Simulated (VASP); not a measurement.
# Ta2F (P-3m1) in VASP: a series of runs, part 2 of 3

VASP 6.6.1.

## 4. Single point, PBE, collinear spin, ferromagnetic start

INCAR reads:

```
ALGO     = Normal         # electronic algorithm
EDIFF    = 1E-6           # SCF threshold, eV
ENCUT    = 520            # plane-wave cutoff, eV
GGA      = PE             # functional
ISIF     = 2              # what is computed and relaxed
ISMEAR   = 0              # smearing method
ISPIN    = 2              # spin polarisation
LASPH    = True           # aspherical terms in the spheres
LCHARG   = False          # write CHGCAR
LMAXMIX  = 4              # l up to which the mixer works
LORBIT   = 11             # projections on sites
LREAL    = False          # projectors in reciprocal space
LWAVE    = False          # write WAVECAR
MAGMOM   = 1 1 1 1 0 0    # initial moments
NBANDS   = 42             # bands
NELM     = 150            # most SCF steps
PREC     = Accurate       # precision mode
SIGMA    = 0.1            # smearing width, eV
```

KPOINTS reads:

```
k-points
0
Gamma
  6 6 2
```

POSCAR reads:

```
Ta2F
1.0
    2.9351921368      0.0000000000      0.0000000000
   -1.4675960684      2.5419509555      0.0000000000
    0.0000000000      0.0000000000     13.2409130312
Ta F
4 2
Direct
    0.0000000000      0.0000000000      0.2849905402
    0.0000000000      0.0000000000      0.7150094598
    0.3333333333      0.6666666667      0.0951556383
    0.6666666667      0.3333333333      0.9048443617
    0.6666666667      0.3333333333      0.3936497281
    0.3333333333      0.6666666667      0.6063502719
```

Potentials or basis: VASP PAW PBE potentials, release 64 (Ta_pv, F).

Started as:

```sh
cat potpaw_PBE.64/Ta_pv/POTCAR potpaw_PBE.64/F/POTCAR > POTCAR
mpirun -np 1 vasp_std > vasp.out
```

OUTCAR:

```text
EDIFF = 1E-6
   ENCUT = 520
   GGA = PE
   ISIF = 2
   ISMEAR = 0
   ISPIN = 2
   LASPH = True
   LORBIT = 11
   LREAL = False
   NELM = 150
   PREC = Accurate

 ion  position               nearest neighbor table
   1  0.000  0.000  0.285-   5 2.22   5 2.22   5 2.22   3 3.03   3 3.03   3 3.03
   2  0.000  0.000  0.715-   6 2.22   6 2.22   6 2.22   4 3.03   4 3.03   4 3.03
   3  0.333  0.667  0.095-   1 3.03   1 3.03   1 3.03   4 3.04   4 3.04   4 3.04
   4  0.667  0.333  0.905-   2 3.03   2 3.03   2 3.03   3 3.04   3 3.04   3 3.04
   5  0.667  0.333  0.394-   1 2.22   1 2.22   1 2.22
   6  0.333  0.667  0.606-   2 2.22   2 2.22   2 2.22

  LATTYP: Found a hexagonal cell.
 ALAT       =     2.9351921368
 C/A-ratio  =     4.5110890238

  Lattice vectors:

 A1 = (   2.9351921368,   0.0000000000,   0.0000000000)
 A2 = (  -1.4675960684,   2.5419509555,   0.0000000000)
 A3 = (   0.0000000000,   0.0000000000,  13.2409130312)

Analysis of symmetry for initial positions (statically):
=====================================================================
 Subroutine PRICEL returns:
 Original cell was already a primitive cell.

 Routine SETGRP: Setting up the symmetry group for a
 hexagonal supercell.

 Subroutine GETGRP returns: Found 12 space group operations
 (whereof 12 operations were pure point group operations)
 out of a pool of 24 trial point group operations.

The static configuration has the point symmetry D_3d.

Analysis of symmetry for dynamics (positions and initial velocities):
=====================================================================
 Subroutine PRICEL returns:
 Original cell was already a primitive cell.

 Routine SETGRP: Setting up the symmetry group for a
 hexagonal supercell.

 Subroutine GETGRP returns: Found 12 space group operations
 (whereof 12 operations were pure point group operations)
 out of a pool of 24 trial point group operations.

The dynamic configuration has the point symmetry D_3d.

[... 166 lines left out ...]

 spin component 1

 k-point     1 :       0.0000    0.0000    0.0000
  band No.  band energies     occupation
      1     -30.4265      1.00000
      2     -30.4129      1.00000
      3     -29.7394      1.00000
      4     -29.7394      1.00000
      5     -29.7394      1.00000
      6     -29.7394      1.00000
[... 605 lines left out ...]
     40       9.8847      0.00000
     41      12.2079      0.00000
 Fermi energy:         4.8958719156

 spin component 2

 k-point     1 :       0.0000    0.0000    0.0000
  band No.  band energies     occupation
      1     -30.4265      1.00000
      2     -30.4129      1.00000
      3     -29.7394      1.00000
      4     -29.7394      1.00000
      5     -29.7394      1.00000
      6     -29.7394      1.00000
[... 605 lines left out ...]
     40       9.8845      0.00000
     41      12.2079      0.00000
 [bands above 41 left out]

------------------------ aborting loop because EDIFF is reached ----------------------------------------

  FORCE on cell =-STRESS in cart. coord.  units (eV):
  Direction    XX          YY          ZZ          XY          YZ          ZX
  --------------------------------------------------------------------------------------
  -------------------------------------------------------------------------------------
  Total        0.3401939      0.3401939      0.3159083      0.0000000     -0.0000000      0.0000000
  in kB        5.5171586      5.5171586      5.1233022      0.0000000     -0.0000000      0.0000000
  external PRESSURE =       5.3858732 kB  Pullay stress =       0.0000000 kB

 VOLUME and BASIS-vectors are now :
 -----------------------------------------------------------------------------
  energy-cutoff  :      520.00
  volume of cell :       98.79
      direct lattice vectors                 reciprocal lattice vectors
     2.935192137  0.000000000  0.000000000     0.340693199  0.196699310  0.000000000
    -1.467596068  2.541950955  0.000000000     0.000000000  0.393398621  0.000000000
     0.000000000  0.000000000 13.240913031     0.000000000  0.000000000  0.075523493

 POSITION                                       TOTAL-FORCE (eV/Angst)
 -----------------------------------------------------------------------------------
      0.00000      0.00000      3.77353        -0.000000     -0.000000     -0.107960
      0.00000      0.00000      9.46738        -0.000000      0.000000      0.107960
     -0.00000      1.69463      1.25995        -0.000000      0.000000      0.051185
      1.46760      0.84732     11.98097         0.000000     -0.000000     -0.051185
      1.46760      0.84732      5.21228         0.000000      0.000000      0.069010
     -0.00000      1.69463      8.02863        -0.000000      0.000000     -0.069010
 -----------------------------------------------------------------------------------
    total drift:                                0.000000      0.000000      0.000000

  FREE ENERGIE OF THE ION-ELECTRON SYSTEM (eV)
  ---------------------------------------------------
  free  energy   TOTEN  =       -56.7132342962 eV

  energy  without entropy=      -56.6693727281  energy(sigma->0) =      -56.69130351

 total charge

# of ion       s       p       d       tot
------------------------------------------
    1        0.327   6.160   2.329   8.816
    2        0.327   6.160   2.329   8.816
    3        0.371   6.187   2.269   8.827
    4        0.371   6.187   2.269   8.827
    5        1.743   4.334   0.000   6.077
    6        1.743   4.334   0.000   6.077
--------------------------------------------------
tot          4.882  33.363   9.196  47.441

 magnetization (x)

# of ion       s       p       d       tot
------------------------------------------
    1       -0.000   0.000   0.000   0.000
    2       -0.000   0.000   0.000   0.000
    3       -0.000  -0.000  -0.000  -0.000
    4       -0.000  -0.000  -0.000  -0.000
    5       -0.000  -0.000   0.000  -0.000
    6       -0.000  -0.000   0.000  -0.000
--------------------------------------------------
tot         -0.000  -0.000  -0.000  -0.000
```

Wall time 3.2 min (1 thread of Intel Xeon 6975P-C, shared host); peak memory 0.31 GiB.

Results:

```
Free energy                                           : -56.7132 eV
Pressure                                              : 0.5 GPa
Largest force                                         : 0.108 eV/Å
Band gap on the k mesh                                : zero (filled and empty bands overlap)
Net moment                                            : 0.00 μB per cell
Valence electrons inside the program's atomic spheres : Ta 8.82, 8.83; F 6.08
```

Forces in eV/Å, atoms in the order of the input:
```
Ta   0.000  0.000 -0.108
Ta   0.000  0.000  0.108
Ta   0.000  0.000  0.051
Ta   0.000  0.000 -0.051
F    0.000  0.000  0.069
F    0.000  0.000 -0.069
```

Levels at points of the mesh, in eV from the Fermi level:
Spin up:
```tsv
k point	band 27	band 28	band 29	band 30	band 31	band 32
(0.00, 0.00, 0.00)	-0.40	0.19	0.19	0.28	0.28	0.78
(0.50, 0.00, 0.00)	-1.24	-0.71	-0.01	0.95	0.95	1.96
(0.00, 0.00, 0.50)	-0.39	0.19	0.19	0.28	0.28	0.77
(0.50, 0.00, 0.50)	-1.24	-0.71	-0.01	0.95	0.96	1.95
```
Spin down:
| k point | band 25 | band 26 | band 27 | band 28 | band 29 | band 30 | band 31 | band 32 | band 33 | band 34 |
| --- | --- | --- | --- | --- | --- | --- | --- | --- | --- | --- |
| (0.00, 0.00, 0.00) | -0.98 | -0.79 | -0.40 | 0.19 | 0.19 | 0.28 | 0.28 | 0.78 | 0.78 | 0.81 |
| (0.50, 0.00, 0.00) | -2.92 | -2.04 | -1.24 | -0.71 | -0.01 | 0.95 | 0.95 | 1.96 | 3.49 | 4.05 |
| (0.00, 0.00, 0.50) | -0.98 | -0.78 | -0.39 | 0.19 | 0.19 | 0.28 | 0.28 | 0.77 | 0.77 | 0.81 |
| (0.50, 0.00, 0.50) | -2.96 | -2.04 | -1.24 | -0.71 | -0.01 | 0.95 | 0.96 | 1.95 | 3.49 | 4.09 |

Caveat: the k points lie up to 0.41 Å⁻¹ apart; spin-orbit coupling is left out, which moves the levels of the heavy elements.

## 5. Relaxation of cell and atoms, PBE

This run uses another cell than the first one, of 14.30 Å³/atom, 0.869 times its volume.

INCAR reads:

```
PREC = Accurate
ENCUT = 600
EDIFF = 1E-6
ISMEAR = 0
SIGMA = 0.2
LREAL = F
LASPH = T
NELM = 100
ALGO = Normal
ISIF = 3
LWAVE = F
LCHARG = F
GGA = PE
IBRION = 2
NSW = 36
EDIFFG = -0.08
```

KPOINTS reads:

```
Automatic mesh
0
Gamma
  6 6 2
```

POSCAR reads:

```
Ta2F
1.0
    2.8500000000      0.0000000000      0.0000000000
   -1.4250000000      2.4681724000      0.0000000000
    0.0000000000      0.0000000000     12.2000000000
Ta F
4 2
Direct
    0.0000000000      0.0000000000      0.2950000000
    0.0000000000      0.0000000000      0.7050000000
    0.3333333300      0.6666666700      0.0980000000
    0.6666666700      0.3333333300      0.9020000000
    0.6666666700      0.3333333300      0.4100000000
    0.3333333300      0.6666666700      0.5900000000
```

Potentials or basis: VASP PAW PBE potentials, release 64 (Ta_pv, F).

Started as:

```sh
cat potpaw_PBE.64/Ta_pv/POTCAR potpaw_PBE.64/F/POTCAR > POTCAR
mpirun -np 1 vasp_std > vasp.out
```

OUTCAR:

```text
PREC = Accurate
   ENCUT = 600
   EDIFF = 1E-6
   ISMEAR = 0
   LREAL = F
   LASPH = T
   NELM = 100
   ISIF = 3
   GGA = PE
   IBRION = 2
   NSW = 36
   EDIFFG = -0.08

 ion  position               nearest neighbor table
   1  0.000  0.000  0.295-   5 2.16   5 2.16   5 2.16   3 2.91   3 2.91   3 2.91
   2  0.000  0.000  0.705-   6 2.16   6 2.16   6 2.16   4 2.91   4 2.91   4 2.91
   3  0.333  0.667  0.098-   4 2.90   4 2.90   4 2.90   1 2.91   1 2.91   1 2.91
   4  0.667  0.333  0.902-   3 2.90   3 2.90   3 2.90   2 2.91   2 2.91   2 2.91
   5  0.667  0.333  0.410-   1 2.16   1 2.16   1 2.16
   6  0.333  0.667  0.590-   2 2.16   2 2.16   2 2.16

  LATTYP: Found a hexagonal cell.
 ALAT       =     2.8500000000
 C/A-ratio  =     4.2807017544

[... 818 lines left out ...]
  free  energy   TOTEN  =       -56.6887821908 eV

  energy  without entropy=      -56.5716309627  energy(sigma->0) =      -56.63020658

[... ionic steps 4 to 13 ...]

--------------------------------------- Ionic step       14  -------------------------------------------

 number of electron      57.9999987 magnetization

------------------------ aborting loop because EDIFF is reached ----------------------------------------
[... 75 lines left out ...]
--------------------------------------- Ionic step       16  -------------------------------------------

 number of electron      57.9999993 magnetization

 Free energy of the ion-electron system (eV)
  ---------------------------------------------------
  ext. energy  EPLUGINS =         0.00000000
  ---------------------------------------------------
  free energy    TOTEN  =       -56.73681162 eV

  energy without entropy =      -56.63209728  energy(sigma->0) =      -56.68445445

 E-fermi :   5.0473     XC(G=0): -11.6254

 val. band max:        5.0375773173   @ k =   0.3333   0.1667   0.5000
 cond. band min:       5.1174832927   @ k =   0.5000   0.0000   0.0000
 fundamental gap:      0.0799059753
 Fermi energy:         5.0472598864

 k-point     1 :       0.0000    0.0000    0.0000
  band No.  band energies     occupation
      1     -30.2070      2.00000
      2     -30.1947      2.00000
      3     -29.4637      2.00000
      4     -29.4637      2.00000
      5     -29.4637      2.00000
      6     -29.4637      2.00000
[... 540 lines left out ...]
  FREE ENERGIE OF THE ION-ELECTRON SYSTEM (eV)
  ---------------------------------------------------
  free  energy   TOTEN  =       -56.7368116172 eV

  energy  without entropy=      -56.6320972782  energy(sigma->0) =      -56.68445445

 reached required accuracy - stopping structural energy minimisation
```

OSZICAR:

```text
N       E                     dE             d eps       ncg     rms          rms(c)
DAV:   1     0.657313799953E+03    0.65731E+03   -0.36415E+04   952   0.200E+03
DAV:   2    -0.188273411331E+02   -0.67614E+03   -0.66619E+03  1070   0.556E+02
DAV:   3    -0.593096221065E+02   -0.40482E+02   -0.39925E+02  1196   0.123E+02
DAV:   4    -0.600964814328E+02   -0.78686E+00   -0.78134E+00  1136   0.173E+01
[... 163 lines left out ...]
DAV:   2    -0.567369220512E+02   -0.87638E-03   -0.16148E-02   960   0.867E-01    0.707E-02
DAV:   3    -0.567369862659E+02   -0.64215E-04   -0.30606E-03  1216   0.204E-01    0.623E-02
DAV:   4    -0.567368211480E+02    0.16512E-03   -0.13996E-03  1220   0.110E-01    0.269E-02
DAV:   5    -0.567368121245E+02    0.90236E-05   -0.67165E-05  1164   0.567E-02    0.170E-02
DAV:   6    -0.567368116172E+02    0.50723E-06   -0.85851E-06  1060   0.173E-02
  16 F= -.56736812E+02 E0= -.56684454E+02  d E =-.134461E-02
```

CONTCAR:

```text
Ta2F
   1.00000000000000
     2.9135662626190237   -0.0000000000000001   -0.0000000000000000
    -1.4567831313095119    2.5232223982005850    0.0000000000000000
     0.0000000000000000    0.0000000000000000   13.1153401356432386
  Ta              F
     4     2
Direct
     0.0000000000000000    0.0000000000000000    0.2927663097599892
     0.0000000000000000    1.0000000000000000    0.7072336902400107
     0.3333333300000021    0.6666666699999979    0.0986920143633728
     0.6666666699999979    0.3333333300000021    0.9013079856366270
     0.6666666699999979    0.3333333300000021    0.4039345978649442
     0.3333333300000021    0.6666666699999979    0.5960654021350559

  0.00000000E+00  0.00000000E+00  0.00000000E+00
  0.00000000E+00  0.00000000E+00  0.00000000E+00
  0.00000000E+00  0.00000000E+00  0.00000000E+00
  0.00000000E+00  0.00000000E+00  0.00000000E+00
  0.00000000E+00  0.00000000E+00  0.00000000E+00
  0.00000000E+00  0.00000000E+00  0.00000000E+00
```

It took 7 min on 1 thread of Intel Xeon Platinum 8375C at 2.90GHz (Ice Lake), shared host; peak memory 0.26 GiB.

Results:

| Property | Result |
| --- | --- |
| Free energy | -56.7368 eV |
| Relaxed volume | 16.07 Å³/atom |
| Relaxed cell | a = 2.914 Å, b = 2.914 Å, c = 13.115 Å, α = 90.00°, β = 90.00°, γ = 120.00° |
| Space group after relaxing (to 0.05 Å) | P-3m1 (No. 164) |
| Energy gained by relaxing | 111.1 meV/atom |
| Ionic steps | 16 |
| Pressure after relaxing | 0.0 GPa |
| Largest force after relaxing | 0.079 eV/Å |
| Band gap on the k mesh | zero (band 29 reaches 5.34 eV, above the bottom of band 30 at 5.04 eV) |

Forces on the atoms (eV/Å):
```
Ta   0.000  0.000 -0.065
Ta   0.000  0.000  0.065
Ta   0.000  0.000 -0.037
Ta   0.000  0.000  0.037
F    0.000  0.000 -0.079
F    0.000  0.000  0.079
```

Stress tensor (GPa, compression positive):
```
 0.29  0.00  0.00
 0.00  0.29  0.00
 0.00  0.00 -0.50
```

The path:
```
step  energy change (eV)  largest force (eV/Å)  pressure (GPa)  volume (Å³)
   1              0.0000                0.8995           23.15        85.82
   2              1.0922                2.0754          -23.36       114.12
   3             -0.6183                0.6104           -0.84        95.41
   4             -0.6202                0.5524            0.08        94.93
   5             -0.6202                0.5294            0.45        94.74
   6             -0.6395                0.1875            0.22        95.28
   7             -0.6395                0.1868            0.22        95.28
   8             -0.6449                0.1270           -0.23        95.65
   9             -0.6464                0.1375           -0.62        95.97
  10             -0.6503                0.1671            0.00        95.75
  11             -0.6526                0.2102            0.88        95.44
  12             -0.6557                0.1844            0.75        95.57
  13             -0.6623                0.1101            0.39        95.94
  14             -0.6631                0.1332           -0.23        96.67
  15             -0.6650                0.0833            0.05        96.32
  16             -0.6664                0.0786            0.03        96.42
```

Final structure:
```
Ta F
1.0
     2.91357    0.00000    0.00000
    -1.45678    2.52322    0.00000
     0.00000    0.00000   13.11534
Ta F
4 2
Cartesian
  0.0000 0.0000 3.8397
  -1.4568 2.5232 9.2756
  0.0000 1.6821 1.2944
  1.4568 0.8411 11.8210
  1.4568 0.8411 5.2977
  0.0000 1.6821 7.8176
```

Levels at points of the mesh, in eV from the Fermi level:
```
           k point  band 27  band 28  band 29  band 30  band 31  band 32
(0.00, 0.00, 0.00)    -0.63     0.29     0.29     0.37     0.37     0.83
(0.50, 0.00, 0.00)    -1.22    -0.83     0.07     0.97     1.17     2.10
(0.00, 0.00, 0.50)    -0.63     0.29     0.29     0.37     0.37     0.83
(0.50, 0.00, 0.50)    -1.21    -0.84     0.08     0.98     1.17     2.09
```

Caveat: the k points lie up to 0.42 Å⁻¹ apart in the final cell; spin-orbit coupling is left out, which moves the levels of the heavy elements; the relaxation stopped at a loose force limit of 0.08 eV/Å, so its end isn't a converged minimum.

## 6. Single point, PBE

This run uses another cell than the first one, of 17.06 Å³/atom, 1.036 times its volume.

INCAR reads:

```
SYSTEM = Ta2F
ALGO = Normal
EDIFF = 1E-6
ENCUT = 520
GGA = PE
ISIF = 2
ISMEAR = 0
LASPH = .TRUE.
LCHARG = .FALSE.
LREAL = .FALSE.
LWAVE = .FALSE.
NBANDS = 38
NELM = 60
PREC = Accurate
SIGMA = 0.1
```

KPOINTS reads:

```
k-points
0
G
  12 12 4
  0 0 0
```

POSCAR reads:

```
Ta2F
1.0
    2.9388658245      0.0000000000      0.0000000000
   -1.4694329122      2.5451324623      0.0000000000
    0.0000000000      0.0000000000     13.6824010573
Ta F
4 2
Direct
    0.0000000000      0.0000000000      0.2750174602
    0.0000000000      0.0000000000      0.7249825398
    0.3333333333      0.6666666667      0.0913541326
    0.6666666667      0.3333333333      0.9086458674
    0.6666666667      0.3333333333      0.3802603342
    0.3333333333      0.6666666667      0.6197396658
```

Potentials or basis: VASP PAW PBE potentials, release 64 (Ta_pv, F).

Started as:

```sh
cat potpaw_PBE.64/Ta_pv/POTCAR potpaw_PBE.64/F/POTCAR > POTCAR
mpirun -np 1 vasp_std > vasp.out
```

Wall time 3 min (1 thread of Intel Xeon Platinum 8375C at 2.90GHz (Ice Lake), shared host); peak memory 0.36 GiB.

It converged, with:

| Quantity | Value |
| --- | --- |
| Free energy | -56.7975 eV |
| Pressure | 0.1 GPa |
| Largest force | 0.041 eV/Å |
| Band gap on the k mesh | zero (band 29 reaches 4.78 eV, above the bottom of band 30 at 4.60 eV) |

Forces in eV/Å, atoms in the order of the input:
```
Ta   0.000  0.000 -0.040
Ta   0.000  0.000  0.040
Ta   0.000  0.000  0.001
Ta   0.000  0.000 -0.001
F    0.000  0.000  0.041
F    0.000  0.000 -0.041
```

Stress tensor (GPa, compression positive):
```
0.13 0.00 0.00
0.00 0.13 0.00
0.00 0.00 0.05
```

Levels at points of the mesh, in eV from the Fermi level:
```csv
k point,band 26,band 27,band 28,band 29,band 30,band 31,band 32,band 33
"(0.00, 0.00, 0.00)",-0.78,-0.37,0.18,0.18,0.29,0.29,0.75,0.75
"(0.50, 0.00, 0.00)",-2.05,-1.26,-0.70,-0.05,0.89,0.92,1.93,3.44
"(0.00, 0.00, 0.50)",-0.78,-0.37,0.18,0.18,0.29,0.29,0.75,0.75
"(0.50, 0.00, 0.50)",-2.05,-1.26,-0.70,-0.05,0.89,0.92,1.93,3.45
```

Caveat: spin-orbit coupling is left out, which moves the levels of the heavy elements.

[end of part 2 of 3]
